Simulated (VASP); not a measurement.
# AlIn2N3 (P-6m2) in VASP: a series of runs, part 2 of 3

VASP 6.6.1.

**5. Relaxation of cell and atoms, PBE**

This run uses another cell than the first one, of 16.43 Å³/atom.

INCAR reads:

```
SYSTEM = AlIn2N3
ALGO = Normal
EDIFF = 1E-6
EDIFFG = -0.04
ENCUT = 600
GGA = PE
IBRION = 2
ISIF = 3
ISMEAR = 0
LASPH = .True.
LCHARG = .False.
LREAL = .False.
LWAVE = .False.
NELM = 80
NSW = 90
PREC = Accurate
SIGMA = 0.1
```

KPOINTS reads:

```
k-points
0
Gamma
  6 6 4
  0 0 0
```

POSCAR reads:

```
AlIn2N3
1.0
    5.0292303800      0.0000000000      0.0000000000
   -2.5146151900      4.3554412700      0.0000000000
    0.0000000000      0.0000000000      4.5016655400
Al In N
1 2 3
Direct
    0.0000000000      0.0000000000      0.5000000000
    0.6666666700      0.3333333300      0.5000000000
    0.3333333300      0.6666666700      0.0000000000
    0.2203279800      0.7796720200      0.5000000000
    0.2203279800      0.4406559700      0.5000000000
    0.5593440300      0.7796720200      0.5000000000
```

Potentials or basis: VASP PAW PBE potentials, release 64 (Al, In_d, N).

Started as:

```
cat potpaw_PBE.64/Al/POTCAR potpaw_PBE.64/In_d/POTCAR potpaw_PBE.64/N/POTCAR > POTCAR
mpirun -np 1 vasp_std > vasp.out
```

OUTCAR:

```text
SYSTEM = AlIn2N3
   EDIFF = 1E-6
   EDIFFG = -0.04
   ENCUT = 600
   GGA = PE
   IBRION = 2
   ISIF = 3
   ISMEAR = 0
   LASPH = .True.
   LREAL = .False.
   NELM = 80
   NSW = 90
   PREC = Accurate

 ion  position               nearest neighbor table
   1  0.000  0.000  0.500-   4 1.92   5 1.92   6 1.92   2 2.90   2 2.90   2 2.90   3 3.67   3 3.67
                             3 3.67   3 3.67   3 3.67   3 3.67
   2  0.667  0.333  0.500-   6 2.56   5 2.56   4 2.56   4 2.56   6 2.56   5 2.56   1 2.90   1 2.90
                             1 2.90   3 3.67   3 3.67   3 3.67   3 3.67   3 3.67   3 3.67
   3  0.333  0.667  0.000-   5 2.46   5 2.46   6 2.46   6 2.46   4 2.46   4 2.46   2 3.67   2 3.67
                             1 3.67   1 3.67   2 3.67   2 3.67   1 3.67   1 3.67   1 3.67   1 3.67
   4  0.220  0.780  0.500-   5 1.70   6 1.70   1 1.92   3 2.46   3 2.46   2 2.56   2 2.56
   5  0.220  0.441  0.500-   4 1.70   6 1.70   1 1.92   3 2.46   3 2.46   2 2.56   2 2.56
   6  0.559  0.780  0.500-   5 1.70   4 1.70   1 1.92   3 2.46   3 2.46   2 2.56   2 2.56

  LATTYP: Found a hexagonal cell.
 ALAT       =     5.0292303800
 C/A-ratio  =     0.8951002837

  Lattice vectors:

 A1 = (   5.0292303800,   0.0000000000,   0.0000000000)
 A2 = (  -2.5146151900,   4.3554412700,   0.0000000000)
 A3 = (   0.0000000000,   0.0000000000,   4.5016655400)

Analysis of symmetry for initial positions (statically):
=====================================================================
 Subroutine PRICEL returns:
 Original cell was already a primitive cell.

 Routine SETGRP: Setting up the symmetry group for a
 hexagonal supercell.

 Subroutine GETGRP returns: Found 12 space group operations
 (whereof 12 operations were pure point group operations)
 out of a pool of 24 trial point group operations.

The static configuration has the point symmetry D_3h.

Analysis of symmetry for dynamics (positions and initial velocities):
=====================================================================
 Subroutine PRICEL returns:
 Original cell was already a primitive cell.

 Routine SETGRP: Setting up the symmetry group for a
 hexagonal supercell.

 Subroutine GETGRP returns: Found 12 space group operations
 (whereof 12 operations were pure point group operations)
 out of a pool of 24 trial point group operations.

The dynamic configuration has the point symmetry D_3h.

 Subroutine INISYM returns: Found 12 space group operations
 (whereof 12 operations are pure point group operations),
 and found     1 'primitive' translations

----------------------------------------------------------------------------------------

                                     Primitive cell

  volume of cell :      98.6068

  direct lattice vectors                    reciprocal lattice vectors
     5.029230380  0.000000000  0.000000000     0.198837580  0.114798931  0.000000000
    -2.514615190  4.355441270  0.000000000     0.000000000  0.229597861  0.000000000
     0.000000000  0.000000000  4.501665540     0.000000000  0.000000000  0.222140004

  length of vectors
     5.029230380  5.029230380  4.501665540     0.229597861  0.229597861  0.222140004

  position of ions in fractional coordinates (direct lattice)
     0.000000000  0.000000000  0.500000000
     0.666666670  0.333333330  0.500000000
     0.333333330  0.666666670  0.000000000
     0.220327980  0.779672020  0.500000000
     0.220327980  0.440655970  0.500000000
     0.559344030  0.779672020  0.500000000

  ion indices of the primitive-cell ions
   primitive index   ion index
                 1           1
[... 65 lines left out ...]
   ISTART =      0    job   : 0-new  1-cont  2-samecut
   ICHARG =      2    charge: 1-file 2-atom 10-const
   ISPIN  =      1    spin polarized calculation?
   LNONCOLLINEAR =      F non collinear calculations
   LSORBIT =      F    spin-orbit coupling
   LASPH  =      T    aspherical Exc in radial PAW
   ENCUT  =  600.0 eV  44.10 Ry    6.64 a.u.  10.04 10.04  8.99*2*pi/ulx,y,z
   NELM   =     80;   NELMIN=  2; NELMDL= -5     # of ELM steps
   EDIFF  = 0.1E-05   stopping-criterion for ELM
   LREAL  =      F    real-space projection
   EDIFFG = -.4E-01   stopping-criterion for IOM
   NSW    =     90    number of steps for IOM
   IBRION =      2    ionic relax: 0-MD 1-quasi-New 2-CG
   NFREE  =      1    steps in history (QN), initial steepest desc. (CG)
   ISIF   =      3    stress and relaxation
   ISYM   =      2    0-nonsym 1-usesym 2-fastsym
   POTIM  = 0.5000    time-step for ionic-motion
   TEBEG  =    0.0;   TEEND  =   0.0 temperature during run
   PSTRESS=    0.0 pullay stress
   NELECT =      44.0000    total number of electrons
   NUPDOWN=      -1.0000    fix difference up-down
   EMIN   =  10.00;   EMAX   =-10.00  energy-range for DOS
   EFERMI =   0.00;   METHOD = LEGACY
   ISMEAR =     0;   SIGMA  =   0.10  broadening in eV -4-tet -1-fermi 0-gaus
   EFERMI_NEDOS =   21; number of points for ismear=-14 and -15
   IALGO  =     38    algorithm
   IMIX   =      4    mixing-type and parameters
     AMIX     =   0.40;   BMIX     =  1.00
     AMIX_MAG =   1.60;   BMIX_MAG =  1.00
  volume/ion in A,a.u.               =      16.43       110.91
  Fermi-wavevector in a.u.,A,eV,Ry     =   1.250998  2.364044 21.293076  1.564997
  Thomas-Fermi vector in A             =   2.384966
   LORBIT       =      0    0 simple, 1 ext, 2 COOP (PROOUT), +10 PAW based schemes
   GGA     = PE    functional components
   LHFCALC =     F    Hartree Fock is set to
   AEXX    =    0.0000 exact exchange contribution
   IVDW    =     0    specifies the selected vdW correction
   LEPSILON=     F    determine dielectric tensor
   LRPA    =     F    only Hartree local field effects (RPA)
 conjugate gradient relaxation of ions
 non-spin polarized calculation
 Gauss-broadening in eV      SIGMA  =   0.10
  energy-cutoff  :      600.00
  volume of cell :       98.61
 maximum number of plane-waves:      3316
   NGX = 21   NGY = 21   NGZ = 17

--------------------------------------- Ionic step        1  -------------------------------------------

 number of electron      44.0000014 magnetization

 Free energy of the ion-electron system (eV)
  ---------------------------------------------------
  ext. energy  EPLUGINS =         0.00000000
  ---------------------------------------------------
  free energy    TOTEN  =       -26.18203005 eV

  energy without entropy =      -26.16900515  energy(sigma->0) =      -26.17551760

------------------------ aborting loop because EDIFF is reached ----------------------------------------

  FORCE on cell =-STRESS in cart. coord.  units (eV):
  Direction    XX          YY          ZZ          XY          YZ          ZX
  --------------------------------------------------------------------------------------
  -------------------------------------------------------------------------------------
  Total        4.3977967      4.3977967      6.2535536      0.0000000     -0.0000000      0.0000000
  in kB       71.4560182     71.4560181    101.6086179      0.0000000     -0.0000000      0.0000000
  external PRESSURE =      81.5068848 kB  Pullay stress =       0.0000000 kB
[... 101 lines left out ...]
  FREE ENERGIE OF THE ION-ELECTRON SYSTEM (eV)
  ---------------------------------------------------
  free  energy   TOTEN  =       -26.7403161633 eV

  energy  without entropy=      -26.7280414075  energy(sigma->0) =      -26.73417879

 E-fermi :   4.8114     XC(G=0):  -9.9860

 val. band max:        4.7979279152   @ k =   0.1667   0.0000   0.0000
 cond. band min:       4.8145943479   @ k =   0.3333   0.3333   0.0000
 fundamental gap:      0.0166664327
 Fermi energy:         4.8114210050

 k-point     1 :       0.0000    0.0000    0.0000
  band No.  band energies     occupation
      1      -9.7136      2.00000
      2      -9.3229      2.00000
      3      -9.2631      2.00000
      4      -9.2631      2.00000
      5      -9.2125      2.00000
      6      -9.2125      2.00000
[... 598 lines left out ...]
     25       8.7407      0.00000
     26       8.8859      0.00000

[... ionic steps 4 to 23 ...]

--------------------------------------- Ionic step       24  -------------------------------------------

 number of electron      44.0000017 magnetization

------------------------ aborting loop because EDIFF is reached ----------------------------------------
[... 75 lines left out ...]
--------------------------------------- Ionic step       26  -------------------------------------------

 number of electron      44.0000017 magnetization

 Free energy of the ion-electron system (eV)
  ---------------------------------------------------
  ext. energy  EPLUGINS =         0.00000000
  ---------------------------------------------------
  free energy    TOTEN  =       -30.38660843 eV

  energy without entropy =      -30.34234530  energy(sigma->0) =      -30.36447687

 E-fermi :   5.2326     XC(G=0): -10.2316

 val. band max:        5.2316866248   @ k =   0.5000   0.0000   0.0000
 cond. band min:       5.2367489802   @ k =   0.3333   0.0000   0.5000
 fundamental gap:      0.0050623554
 Fermi energy:         5.2326086251

 k-point     1 :       0.0000    0.0000    0.0000
  band No.  band energies     occupation
      1      -9.5061      2.00000
      2      -8.8900      2.00000
      3      -8.7330      2.00000
      4      -8.7330      2.00000
      5      -8.5323      2.00000
      6      -8.5323      2.00000
[... 631 lines left out ...]
  FREE ENERGIE OF THE ION-ELECTRON SYSTEM (eV)
  ---------------------------------------------------
  free  energy   TOTEN  =       -30.3866084287 eV

  energy  without entropy=      -30.3423453024  energy(sigma->0) =      -30.36447687

 reached required accuracy - stopping structural energy minimisation
```

Run time: 12 min. Hardware: 1 thread of AMD EPYC 9R45 (Zen 5), shared host; peak memory 0.24 GiB.

What came out:

| Property | Result |
| --- | --- |
| Free energy | -30.3866 eV |
| Relaxed volume | 15.85 Å³/atom |
| Relaxed cell | a = 5.932 Å, b = 5.932 Å, c = 3.121 Å, α = 90.00°, β = 90.00°, γ = 120.00° |
| Space group after relaxing (to 0.1 Å) | P-6m2 (No. 187) |
| Energy gained by relaxing | 700.8 meV/atom |
| Ionic steps | 26 |
| Pressure after relaxing | 0.0 GPa |
| Largest force after relaxing | 0.012 eV/Å |
| Band gap on the k mesh | zero (bands 22 and 23 overlap by 0.42 eV) |

Forces in eV/Å, atoms in the order of the input:
```
Al   0.000  0.000  0.000
In   0.000  0.000  0.000
In   0.000  0.000  0.000
N    0.011 -0.006  0.000
N    0.000  0.012  0.000
N   -0.011 -0.006  0.000
```

Step by step:
```tsv
step	energy change (eV)	largest force (eV/Å)	pressure (GPa)	volume (Å³)
1	0.0000	1.5047	8.15	98.61
2	-0.5298	1.0036	-0.41	111.02
3	-0.5583	0.9175	-2.82	116.37
4	-0.5599	0.9331	-2.30	115.11
5	-0.7068	0.2542	-0.49	113.29
6	-0.7142	0.0055	0.03	112.88
7	-0.8064	0.0976	-0.18	112.08
8	-1.7835	0.2317	-1.14	108.97
9	-3.5561	3.3416	1.45	99.48
10	-3.5329	2.9612	0.48	100.64
11	-3.5522	2.9827	0.48	100.54
12	-3.6030	3.0467	0.49	100.23
13	-3.6799	3.1774	0.49	99.52
14	-3.6798	3.4374	0.59	97.75
15	-3.7073	3.3061	0.53	98.77
16	-3.7777	3.0121	0.07	98.79
17	-3.9496	2.1791	-1.19	98.86
18	-4.1339	0.7102	-3.11	98.99
19	-4.1548	0.1485	-3.71	99.04
20	-4.1552	0.0706	-3.78	99.05
21	-4.1719	0.0379	-3.13	98.29
22	-4.2012	0.0726	-1.03	96.03
23	-4.2037	0.1230	-0.11	95.12
24	-4.2037	0.1186	-0.20	95.20
25	-4.2042	0.0709	-0.14	95.16
26	-4.2046	0.0125	-0.01	95.09
```

Final structure:
```
Al In N
1.0
     5.93176    0.00000    0.00000
    -2.96588    5.13706    0.00000
     0.00000    0.00000    3.12060
Al In N
1 2 3
Direct
  0.00000 0.00000 0.50000
  0.66667 0.33333 0.50000
  0.33333 0.66667 0.00000
  0.17504 0.82496 0.50000
  0.17504 0.35007 0.50000
  0.64993 0.82496 0.50000
```

Caveat: semilocal functionals underestimate gaps, so a narrow gap can read as zero; a cell axis changed by over 15 % at a fixed basis, so the end point is rough; spin-orbit coupling is left out, which moves the levels of the heavy elements.

(Continued in part 3 of 3.)
